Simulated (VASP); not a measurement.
# SiC (Moissanite) (P6_3mc) in VASP: a series of runs, part 2 of 2

VASP 6.6.1. Earlier steps stand in the parts before.

## 3. Relaxation of cell and atoms, PBE, target pressure 20 GPa, at which the enthalpy is minimised

The input, INCAR:

```
  PREC = Accurate
  ENCUT = 600
  EDIFF = 1E-7
  ISMEAR = 0
  SIGMA = 0.01
  LREAL = False
  LASPH = True
  NELM = 120
  ALGO = Normal
  ISIF = 3
  LWAVE = False
  LCHARG = False
  GGA = PE
  IBRION = 2
  NSW = 80
  EDIFFG = -0.03
  PSTRESS = 200.0
  GGA_COMPAT = False
  NELMIN = 4
```

The input, KPOINTS:

```
Automatic mesh
0
Gamma
  8 8 5
```

The input, POSCAR:

```
SiC
1.0
    3.0760000000      0.0000000000      0.0000000000
   -1.5380000000      2.6638940000      0.0000000000
    0.0000000000      0.0000000000      5.0480000000
Si C
2 2
Direct
    0.3333333333      0.6666666667      0.0000000000
    0.6666666667      0.3333333333      0.5000000000
    0.3333333333      0.6666666667      0.3850000000
    0.6666666667      0.3333333333      0.8850000000
```

Potentials or basis: VASP PAW PBE potentials, release 64 (Si, C).

Command:

```console
$ cat potpaw_PBE.64/Si/POTCAR potpaw_PBE.64/C/POTCAR > POTCAR
$ mpirun -np 1 vasp_std > vasp.out
```

It took 3.4 min on 1 thread of Intel Xeon 8259CL, shared host; peak memory 0.18 GiB.

Results (log left out):

| Item | Value |
| --- | --- |
| Free energy | -29.9257 eV |
| Relaxed volume | 9.69 Å³/atom |
| Relaxed cell | a = 3.011 Å, b = 3.011 Å, c = 4.936 Å, α = 90.00°, β = 90.00°, γ = 120.00° |
| Space group after relaxing (to 0.05 Å) | P6_3mc (No. 186) |
| Energy change on relaxing (the enthalpy is what falls) | +35.8 meV/atom |
| Ionic steps | 9 |
| Pressure after relaxing | 19.8 GPa |
| Largest force after relaxing | 0.005 eV/Å |
| Band gap on the k mesh | 2.44 eV, indirect (least direct gap 4.09 eV) |

Forces in eV/Å, atoms in the order of the input:
```
Si   0.000  0.000  0.005
Si   0.000  0.000  0.005
C    0.000  0.000 -0.005
C    0.000  0.000 -0.005
```

Stress tensor (GPa, compression positive):
```
19.71  0.00  0.00
 0.00 19.71  0.00
 0.00  0.00 19.89
```

The path:
```csv
step,energy change (eV),largest force (eV/Å),pressure (GPa),volume (Å³)
1,0.0000,0.7519,3.50,41.36
2,0.9351,1.0424,51.84,35.31
3,0.1585,0.2730,20.36,38.69
4,0.1665,0.2558,20.84,38.62
5,0.1733,0.2415,21.24,38.57
6,0.1489,0.2060,19.96,38.74
7,0.1556,0.0349,20.43,38.68
8,0.1360,0.0304,19.32,38.83
9,0.1433,0.0046,19.77,38.77
```

Final structure:
```
CELL_PARAMETERS angstrom
3.01138 0.00000 0.00000
-1.50569 2.60793 0.00000
0.00000 0.00000 4.93634
ATOMIC_POSITIONS crystal
Si 0.33333 0.66667 0.00454
Si 0.66667 0.33333 0.50454
C 0.33333 0.66667 0.38046
C 0.66667 0.33333 0.88046
```

Levels at points of the mesh, in eV from the valence-band top:
| k point | band 4 | band 5 | band 6 | band 7 | band 8 | band 9 | band 10 | band 11 | band 12 |
| --- | --- | --- | --- | --- | --- | --- | --- | --- | --- |
| (0.00, 0.00, 0.00) | -1.35 | -1.35 | -0.10 | 0.00 | 0.00 | 5.34 | 6.91 | 7.06 | 7.06 |
| (0.50, 0.00, 0.00) | -6.44 | -5.66 | -3.47 | -3.46 | -1.21 | 2.88 | 4.30 | 7.38 | 7.39 |

Caveat: the cell is relaxed towards a set pressure, so the enthalpy falls and the energy may rise.

## 4. Relaxation of cell and atoms, PBE, target pressure 40 GPa, at which the enthalpy is minimised

The input, INCAR:

```
PREC     = Accurate       # precision mode
ENCUT    = 600            # plane-wave cutoff, eV
EDIFF    = 1E-7           # SCF threshold, eV
ISMEAR   = 0              # smearing method
SIGMA    = 0.01           # smearing width, eV
LREAL    = False          # projectors in reciprocal space
LASPH    = True           # aspherical terms in the spheres
NELM     = 120            # most SCF steps
ALGO     = Normal         # electronic algorithm
ISIF     = 3              # what is computed and relaxed
LWAVE    = False          # write WAVECAR
LCHARG   = False          # write CHGCAR
GGA      = PE             # functional
IBRION   = 2              # ionic algorithm
NSW      = 80             # ionic steps
EDIFFG   = -0.03          # ionic threshold
PSTRESS  = 400.0        
GGA_COMPAT= False        
NELMIN   = 4
```

The input, KPOINTS:

```
regular mesh
0
Gamma
  8 8 5
```

POSCAR is that of step 3.

Command:

```console
$ cat potpaw_PBE.64/Si/POTCAR potpaw_PBE.64/C/POTCAR > POTCAR
$ mpirun -np 1 vasp_std > vasp.out
```

Run time: 4.5 min. Hardware: 1 thread of Intel Xeon 8259CL, shared host; peak memory 0.18 GiB.

The run converged. Its results:

| Item | Value |
| --- | --- |
| Free energy | -29.4913 eV |
| Relaxed volume | 9.10 Å³/atom |
| Relaxed cell | a = 2.949 Å, b = 2.949 Å, c = 4.833 Å, α = 90.00°, β = 90.00°, γ = 120.00° |
| Space group after relaxing (to 0.05 Å) | P6_3mc (No. 186) |
| Energy change on relaxing (the enthalpy is what falls) | +144.4 meV/atom |
| Ionic steps | 11 |
| Pressure after relaxing | 40.0 GPa |
| Largest force after relaxing | 0.011 eV/Å |
| Band gap on the k mesh | 2.34 eV, indirect (least direct gap 4.21 eV) |

Forces on the atoms (eV/Å):
```
Si   0.000  0.000  0.011
Si   0.000  0.000  0.011
C    0.000  0.000 -0.011
C    0.000  0.000 -0.011
```

Stress tensor (GPa, compression positive):
```
40.05  0.00  0.00
 0.00 40.05  0.00
 0.00  0.00 39.90
```

Step by step:
```
step  energy change (eV)  largest force (eV/Å)  pressure (GPa)  volume (Å³)
   1              0.0000                0.7519            3.50        41.36
   2              5.0201                1.7246          164.45        28.80
   3              0.5261                0.5200           37.46        36.67
   4              0.5947                0.4855           40.25        36.38
   5              0.6183                0.4736           41.19        36.28
   6              0.6057                0.6650           40.38        36.38
   7              0.5999                0.0408           40.74        36.32
   8              0.5530                0.0062           39.02        36.50
   9              0.5597                0.0117           39.28        36.47
  10              0.5926                0.0103           40.59        36.34
  11              0.5776                0.0109           40.00        36.40
```

Final structure:
```xyz
4
Lattice="2.9491 0.0000 0.0000 -1.4745 2.5540 0.0000 0.0000 0.0000 4.8329" Properties=species:S:1:pos:R:3 pbc="T T T"
Si    0.0000    1.7027    0.0219
Si    1.4745    0.8513    2.4383
C     0.0000    1.7027    1.8388
C     1.4745    0.8513    4.2552
```

Levels at points of the mesh, in eV from the valence-band top:
```tsv
k point	band 5	band 6	band 7	band 8	band 9	band 10	band 11	band 12
(0.00, 0.00, 0.00)	-1.38	-0.10	0.00	0.00	5.90	7.46	7.46	7.56
(0.50, 0.00, 0.00)	-5.88	-3.65	-3.58	-1.22	2.99	4.36	7.65	7.87
```

Caveat: the cell is relaxed towards a set pressure, so the enthalpy falls and the energy may rise. A k mesh can miss the band edges.

## 5. Relaxation of cell and atoms, PBE, target pressure 60 GPa, at which the enthalpy is minimised

The input, INCAR:

```
ALGO = Normal
EDIFF = 1E-7
EDIFFG = -0.03
ENCUT = 600
GGA = PE
GGA_COMPAT = F
IBRION = 2
ISIF = 3
ISMEAR = 0
LASPH = T
LCHARG = F
LREAL = F
LWAVE = F
NELM = 120
NELMIN = 4
NSW = 80
PREC = Accurate
PSTRESS = 600.0
SIGMA = 0.01
```

The input, KPOINTS:

```
k-points
0
Gamma
  8 8 5
```

POSCAR is that of step 4.

Command:

```console
$ cat potpaw_PBE.64/Si/POTCAR potpaw_PBE.64/C/POTCAR > POTCAR
$ mpirun -np 1 vasp_std > vasp.out
```

It took 4.5 min on 1 thread of Intel Xeon 8259CL, shared host; peak memory 0.18 GiB.

It converged, with:

```yaml
Free_energy: -28.9272 eV
Relaxed_volume: 8.64 Å³/atom
Relaxed_cell: a = 2.900 Å, b = 2.900 Å, c = 4.749 Å, α = 90.00°, β = 90.00°, γ = 120.00°
Space_group_after_relaxing_to_0.05_Å: P6_3mc (No. 186)
Energy_change_on_relaxing_the_enthalpy_is_what_falls: +285.4 meV/atom
Ionic_steps: 11
Pressure_after_relaxing: 60.0 GPa
Largest_force_after_relaxing: 0.010 eV/Å
Band_gap_on_the_k_mesh: 2.26 eV, indirect (least direct gap 4.31 eV)
```

Forces on the atoms (eV/Å):
```
Si   0.000  0.000  0.010
Si   0.000  0.000  0.010
C    0.000  0.000 -0.010
C    0.000  0.000 -0.010
```

Stress tensor (GPa, compression positive):
```
60.06  0.00  0.00
 0.00 60.06  0.00
 0.00  0.00 59.86
```

Step by step:
| step | energy change (eV) | largest force (eV/Å) | pressure (GPa) | volume (Å³) |
| --- | --- | --- | --- | --- |
| 1 | 0.0000 | 0.7519 | 3.50 | 41.36 |
| 2 | 14.1968 | 2.8218 | 384.64 | 23.15 |
| 3 | 0.8772 | 0.7664 | 50.28 | 35.43 |
| 4 | 1.0971 | 0.7244 | 57.89 | 34.76 |
| 5 | 1.1928 | 0.7060 | 61.07 | 34.50 |
| 6 | 1.2499 | 1.3947 | 61.60 | 34.50 |
| 7 | 1.1751 | 0.0874 | 60.89 | 34.50 |
| 8 | 1.1048 | 0.0181 | 58.76 | 34.68 |
| 9 | 1.1073 | 0.0208 | 58.84 | 34.67 |
| 10 | 1.1739 | 0.0010 | 61.05 | 34.49 |
| 11 | 1.1417 | 0.0104 | 59.99 | 34.58 |

Final structure:
```yaml
crystal:
  lattice:
    - [2.89974, 0.00000, 0.00000]
    - [-1.44987, 2.51125, 0.00000]
    - [0.00000, 0.00000, 4.74863]
  atoms:
    - { symbol: Si, position: [0.33333, 0.66667, 0.00447] }
    - { symbol: Si, position: [0.66667, 0.33333, 0.50447] }
    - { symbol: C, position: [0.33333, 0.66667, 0.38053] }
    - { symbol: C, position: [0.66667, 0.33333, 0.88053] }
```

Levels at points of the mesh, in eV from the valence-band top:
| k point | band 5 | band 6 | band 7 | band 8 | band 9 | band 10 | band 11 | band 12 |
| --- | --- | --- | --- | --- | --- | --- | --- | --- |
| (0.00, 0.00, 0.00) | -1.40 | -0.09 | 0.00 | 0.00 | 6.37 | 7.80 | 7.80 | 8.10 |
| (0.50, 0.00, 0.00) | -6.05 | -3.80 | -3.69 | -1.23 | 3.08 | 4.41 | 7.87 | 8.27 |

Caveat: the cell is relaxed towards a set pressure, so the enthalpy falls and the energy may rise; the volume moved by over 15 % at a fixed basis, so the end points are rough. A k mesh can miss the band edges.

## 6. The runs side by side

| cell | gap on the mesh (eV) | pressure (GPa) | largest force (eV/Å) |
| --- | --- | --- | --- |
| relaxed | 2.53 | 0.1 | 0.03 |
| relaxed to 20 GPa | 2.44 | 19.8 | - |
| relaxed to 40 GPa | 2.34 | 40.0 | 0.01 |
| relaxed to 60 GPa | 2.26 | 60.0 | 0.01 |

Alike in all rows: task relaxation of cell and atoms; level PBE; potentials or basis VASP PAW PBE potentials, release 64 (Si, C); no spin polarisation; k mesh 8 × 8 × 5; cutoff (eV) 600; smearing gaussian 0.01 eV.

Caveats: the cell is relaxed towards a set pressure, so the enthalpy falls and the energy may rise (some runs); the volume moved by over 15 % at a fixed basis, so the end points are rough (some runs).

Absolute energies hang on the potentials; compare differences alone.
